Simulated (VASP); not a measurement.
# BP (F-43m) in VASP: further runs

The runs below take BP through single point, with r2SCAN, HSE06.

All numbers are computed with VASP 6.6.1; they aren't measurements. Logs are shortened: lines on timing, memory, paths and dates and some standing lists are left out, and cuts for length are marked.

### Step 1. The cell of the first run

Symmetry: F-43m, No. 216, cubic system. Conventional cell: a = 4.696 Å, b = 4.696 Å, c = 4.696 Å, α = 90.00°, β = 90.00°, γ = 90.00°. B (site symmetry -43m) has 4 P at 2.03 Å within 2.7 Å. Within 2.7 Å of P (site symmetry -43m) lie 4 B at 2.03 Å.

### Step 2. Single point, r2SCAN (strain +3.5%)

Contents of POSCAR:

```
BP
1.0
    0.0000000000      2.3481603960      2.3481603960
    2.3481603960      0.0000000000      2.3481603960
    2.3481603960      2.3481603960      0.0000000000
B P
1 1
Direct
    0.0000000000      0.0000000000      0.0000000000
    0.2500000000      0.2500000000      0.2500000000
```

Contents of INCAR.step1:

```
PREC = Accurate
ENCUT = 520
ISMEAR = 0
SIGMA = 0.01
LREAL = F
LASPH = T
NELM = 100
NBANDS = 11
GGA = PE
ALGO = Normal
EDIFF = 1E-4
LWAVE = T
LCHARG = F
```

Contents of INCAR.step2:

```
PREC = Accurate
ENCUT = 520
EDIFF = 1E-7
ISMEAR = 0
SIGMA = 0.01
LREAL = F
LASPH = T
NELM = 100
ALGO = Normal
ISIF = 2
LWAVE = F
LCHARG = F
METAGGA = R2SCAN
LMIXTAU = T
NBANDS = 11
ISTART = 1
```

Contents of KPOINTS:

```
regular mesh
0
Gamma
  10 10 10
```

Potentials or basis: VASP PAW PBE potentials, release 64 (B, P).

Started as:

```
> cat potpaw_PBE.64/B/POTCAR potpaw_PBE.64/P/POTCAR > POTCAR
> cp INCAR.step1 INCAR
> mpirun -np 1 vasp_std > vasp.out
> cp INCAR.step2 INCAR
> mpirun -np 1 vasp_std > vasp.out
```

OUTCAR:

```text
PREC = Accurate
   ENCUT = 520
   EDIFF = 1E-7
   ISMEAR = 0
   LREAL = F
   LASPH = T
   NELM = 100
   ISIF = 2
   METAGGA = R2SCAN
   ISTART = 1

 ion  position               nearest neighbor table
   1  0.000  0.000  0.000-   2 2.03   2 2.03   2 2.03   2 2.03
   2  0.250  0.250  0.250-   1 2.03   1 2.03   1 2.03   1 2.03

  LATTYP: Found a face centered cubic cell.
 ALAT       =     4.6963207920

  Lattice vectors:

 A1 = (   0.0000000000,   2.3481603960,   2.3481603960)
 A2 = (   2.3481603960,   0.0000000000,   2.3481603960)
 A3 = (   2.3481603960,   2.3481603960,   0.0000000000)

Analysis of symmetry for initial positions (statically):
=====================================================================
 Subroutine PRICEL returns:
 Original cell was already a primitive cell.

 Routine SETGRP: Setting up the symmetry group for a
 face centered cubic supercell.

 Subroutine GETGRP returns: Found 24 space group operations
 (whereof 24 operations were pure point group operations)
 out of a pool of 48 trial point group operations.

The static configuration has the point symmetry T_d .

Analysis of symmetry for dynamics (positions and initial velocities):
=====================================================================
 Subroutine PRICEL returns:
 Original cell was already a primitive cell.

 Routine SETGRP: Setting up the symmetry group for a
 face centered cubic supercell.

 Subroutine GETGRP returns: Found 24 space group operations
 (whereof 24 operations were pure point group operations)
 out of a pool of 48 trial point group operations.

The dynamic configuration has the point symmetry T_d .

 Subroutine INISYM returns: Found 24 space group operations
 (whereof 24 operations are pure point group operations),
 and found     1 'primitive' translations

----------------------------------------------------------------------------------------

                                     Primitive cell

  volume of cell :      25.8948

  direct lattice vectors                    reciprocal lattice vectors
     0.000000000  2.348160396  2.348160396    -0.212932643  0.212932643  0.212932643
     2.348160396  0.000000000  2.348160396     0.212932643 -0.212932643  0.212932643
     2.348160396  2.348160396  0.000000000     0.212932643  0.212932643 -0.212932643

  length of vectors
     3.320800279  3.320800279  3.320800279     0.368810157  0.368810157  0.368810157

  position of ions in fractional coordinates (direct lattice)
     0.000000000  0.000000000  0.000000000
     0.250000000  0.250000000  0.250000000

  ion indices of the primitive-cell ions
   primitive index   ion index
                 1           1
                 2           2

----------------------------------------------------------------------------------------

 KPOINTS: regular mesh

Automatic generation of k-mesh.
 Grid dimensions read from file:
 generate k-points for:   10   10   10

 Generating k-lattice:

  Cartesian coordinates                     Fractional coordinates (reciprocal lattice)
    -0.021293264  0.021293264  0.021293264     0.100000000  0.000000000  0.000000000
     0.021293264 -0.021293264  0.021293264     0.000000000  0.100000000  0.000000000
     0.021293264  0.021293264 -0.021293264     0.000000000  0.000000000  0.100000000

  Length of vectors
     0.036881016  0.036881016  0.036881016

  Shift w.r.t. Gamma in fractional coordinates (k-lattice)
     0.000000000  0.000000000  0.000000000

 Subroutine IBZKPT returns following result:
 ===========================================

 Found     47 irreducible k-points:

 Following reciprocal coordinates:
            Coordinates               Weight
  0.000000  0.000000  0.000000      1.000000
  0.100000  0.000000  0.000000      8.000000
  0.200000  0.000000  0.000000      8.000000
  0.300000  0.000000  0.000000      8.000000
  0.400000  0.000000  0.000000      8.000000
  0.500000  0.000000  0.000000      4.000000
[... 16 lines left out ...]
  0.300000  0.300000  0.000000      6.000000
  0.400000  0.300000  0.000000     24.000000
 [... further k-points ...]
   k-points           NKPTS =     47   k-points in BZ     NKDIM =     47   number of bands    NBANDS=     11
   number of dos      NEDOS =    301   number of ions     NIONS =      2
   total plane-waves  NPLWV =  21952
   dimension x,y,z NGX =    28 NGY =   28 NGZ =   28
   dimension x,y,z NGXF=    56 NGYF=   56 NGZF=   56
   ions per type =               1   1
   NGX,Y,Z   is equivalent  to a cutoff of  14.02, 14.02, 14.02 a.u.
   NGXF,Y,Z  is equivalent  to a cutoff of  28.03, 28.03, 28.03 a.u.
 SYSTEM =  unknown system
   PREC   = accura    normal or accurate (medium, high low for compatibility)
   ISTART =      1    job   : 0-new  1-cont  2-samecut
   ICHARG =      0    charge: 1-file 2-atom 10-const
   ISPIN  =      1    spin polarized calculation?
   LNONCOLLINEAR =      F non collinear calculations
   LSORBIT =      F    spin-orbit coupling
   LASPH  =      T    aspherical Exc in radial PAW
   ENCUT  =  520.0 eV  38.22 Ry    6.18 a.u.   6.17  6.17  6.17*2*pi/ulx,y,z
   NELM   =    100;   NELMIN=  2; NELMDL=  0     # of ELM steps
   EDIFF  = 0.1E-06   stopping-criterion for ELM
   LREAL  =      F    real-space projection
   EDIFFG = 0.1E-05   stopping-criterion for IOM
   NSW    =      0    number of steps for IOM
   IBRION =     -1    ionic relax: 0-MD 1-quasi-New 2-CG
   NFREE  =      0    steps in history (QN), initial steepest desc. (CG)
   ISIF   =      2    stress and relaxation
   ISYM   =      2    0-nonsym 1-usesym 2-fastsym
   POTIM  = 0.5000    time-step for ionic-motion
   TEBEG  =    0.0;   TEEND  =   0.0 temperature during run
   PSTRESS=    0.0 pullay stress
   NELECT =       8.0000    total number of electrons
   NUPDOWN=      -1.0000    fix difference up-down
   EMIN   =  10.00;   EMAX   =-10.00  energy-range for DOS
   EFERMI =   0.00;   METHOD = LEGACY
   ISMEAR =     0;   SIGMA  =   0.01  broadening in eV -4-tet -1-fermi 0-gaus
   EFERMI_NEDOS =   21; number of points for ismear=-14 and -15
   IALGO  =     38    algorithm
   IMIX   =      4    mixing-type and parameters
     AMIX     =   0.40;   BMIX     =  1.00
     AMIX_MAG =   1.60;   BMIX_MAG =  1.00
  volume/ion in A,a.u.               =      12.95        87.37
  Fermi-wavevector in a.u.,A,eV,Ry     =   1.106710  2.091378 16.664504  1.224806
  Thomas-Fermi vector in A             =   2.243214
   LORBIT       =      0    0 simple, 1 ext, 2 COOP (PROOUT), +10 PAW based schemes
   METAGGA = R2SCAN    functional components
   LHFCALC =     F    Hartree Fock is set to
   AEXX    =    0.0000 exact exchange contribution
   IVDW    =     0    specifies the selected vdW correction
   LEPSILON=     F    determine dielectric tensor
   LRPA    =     F    only Hartree local field effects (RPA)
 non-spin polarized calculation
 Gauss-broadening in eV      SIGMA  =   0.01
  energy-cutoff  :      520.00
  volume of cell :       25.89
 maximum number of plane-waves:       725
 NGX is ok and might be reduce to    28
   NGX = 13   NGY = 13   NGZ = 13

 number of electron       8.0000001 magnetization

 Free energy of the ion-electron system (eV)
  ---------------------------------------------------
  ext. energy  EPLUGINS =         0.00000000
  ---------------------------------------------------
  free energy    TOTEN  =       -17.18060126 eV

  energy without entropy =      -17.18060126  energy(sigma->0) =      -17.18060126

 E-fermi :   6.2840     XC(G=0): -11.0411

 val. band max:        6.2036145818   @ k =   0.0000   0.0000   0.0000
 cond. band min:       7.7810239849   @ k =   0.4000   0.4000   0.0000
 fundamental gap:      1.5774094031
 Fermi energy:         6.2840037746

 k-point     1 :       0.0000    0.0000    0.0000
  band No.  band energies     occupation
      1      -9.1336      2.00000
      2       6.2036      2.00000
      3       6.2036      2.00000
      4       6.2036      2.00000
      5       9.7103      0.00000
      6       9.7103      0.00000
      7       9.7103      0.00000
      8      12.6175      0.00000
      9      17.8737      0.00000
     10      18.5784      0.00000
     11      18.5784      0.00000

 k-point     2 :       0.1000    0.0000    0.0000
  band No.  band energies     occupation
      1      -8.9598      2.00000
      2       4.9052      2.00000
      3       5.9213      2.00000
      4       5.9213      2.00000
      5      10.0820      0.00000
      6      10.1044      0.00000
      7      10.1044      0.00000
      8      13.2678      0.00000
      9      17.9631      0.00000
     10      17.9631      0.00000
     11      18.4150      0.00000

 k-point     3 :       0.2000    0.0000    0.0000
  band No.  band energies     occupation
      1      -8.4466      2.00000
      2       2.5950      2.00000
      3       5.3759      2.00000
      4       5.3759      2.00000
      5      10.1281      0.00000
      6      10.8260      0.00000
      7      10.8260      0.00000
      8      14.7897      0.00000
      9      17.4003      0.00000
     10      17.4003      0.00000
     11      19.2610      0.00000

 k-point     4 :       0.3000    0.0000    0.0000
  band No.  band energies     occupation
      1      -7.6289      2.00000
      2       0.2937      2.00000
      3       4.8914      2.00000
      4       4.8914      2.00000
      5       9.9384      0.00000
      6      11.2178      0.00000
      7      11.2178      0.00000
      8      16.1631      0.00000
      9      17.9249      0.00000
     10      17.9249      0.00000
     11      19.3699      0.00000
[... 239 lines left out ...]
 k-point    22 :      -0.2000    0.2000    0.0000
  band No.  band energies     occupation
      1      -7.3482      2.00000
      2       0.9094      2.00000
      3       2.2387      2.00000
      4       4.9794      2.00000
      5      10.7578      0.00000
      6      11.6233      0.00000
      7      12.5792      0.00000
      8      14.4487      0.00000
      9      16.1127      0.00000
     10      19.9598      0.00000
     11      21.6980      0.00000

 k-point    23 :       0.3000    0.3000    0.0000
  band No.  band energies     occupation
      1      -7.0986      2.00000
      2       1.1965      2.00000
      3       3.1134      2.00000
      4       3.1134      2.00000
      5       8.0175      0.00000
      6      10.4644      0.00000
      7      15.0455      0.00000
      8      15.0455      0.00000
      9      18.8312      0.00000
     10      20.8068      0.00000
     11      22.5501      0.00000

 k-point    24 :       0.4000    0.3000    0.0000
  band No.  band energies     occupation
      1      -6.3131      2.00000
      2      -0.0882      2.00000
      3       2.3396      2.00000
      4       2.8248      2.00000
      5       8.3154      0.00000
      6      10.1591      0.00000
      7      15.5968      0.00000
      8      15.6967      0.00000
      9      20.0003      0.00000
     10      21.6594      0.00000
     11      22.8909      0.00000

 [... further k-points ...]
[... 5 lines left out ...]
  --------------------------------------------------------------------------------------
  -------------------------------------------------------------------------------------
  Total       -2.4005874     -2.4005874     -2.4005874     -0.0000000      0.0000000      0.0000000
  in kB     -148.5302200   -148.5302200   -148.5302200     -0.0000000      0.0000000      0.0000000
  external PRESSURE =    -148.5302200 kB  Pullay stress =       0.0000000 kB

 VOLUME and BASIS-vectors are now :
 -----------------------------------------------------------------------------
  energy-cutoff  :      520.00
  volume of cell :       25.89
      direct lattice vectors                 reciprocal lattice vectors
     0.000000000  2.348160396  2.348160396    -0.212932643  0.212932643  0.212932643
     2.348160396  0.000000000  2.348160396     0.212932643 -0.212932643  0.212932643
     2.348160396  2.348160396  0.000000000     0.212932643  0.212932643 -0.212932643

 POSITION                                       TOTAL-FORCE (eV/Angst)
 -----------------------------------------------------------------------------------
      0.00000      0.00000      0.00000         0.000000      0.000000      0.000000
      1.17408      1.17408      1.17408        -0.000000     -0.000000     -0.000000
 -----------------------------------------------------------------------------------
    total drift:                                0.000000      0.000000      0.000000

  FREE ENERGIE OF THE ION-ELECTRON SYSTEM (eV)
  ---------------------------------------------------
  free  energy   TOTEN  =       -17.1806012630 eV

  energy  without entropy=      -17.1806012630  energy(sigma->0) =      -17.18060126
```

Wall time 67 s (1 thread of AMD EPYC 7R13 (Zen 3), shared host); peak memory 0.13 GiB.

What came out:

```
Free energy            : -17.1806 eV
Pressure               : -14.9 GPa
Band gap on the k mesh : 1.58 eV (least direct gap 3.51 eV)
```

Caveat: the cell differs from its parent crystal (strain +3.5%); the cell stands under tension; the PAW data sets were made with another functional, which shifts forces and pressure a little. A k mesh can miss the band edges.

(Continued in part 2 of 2.)
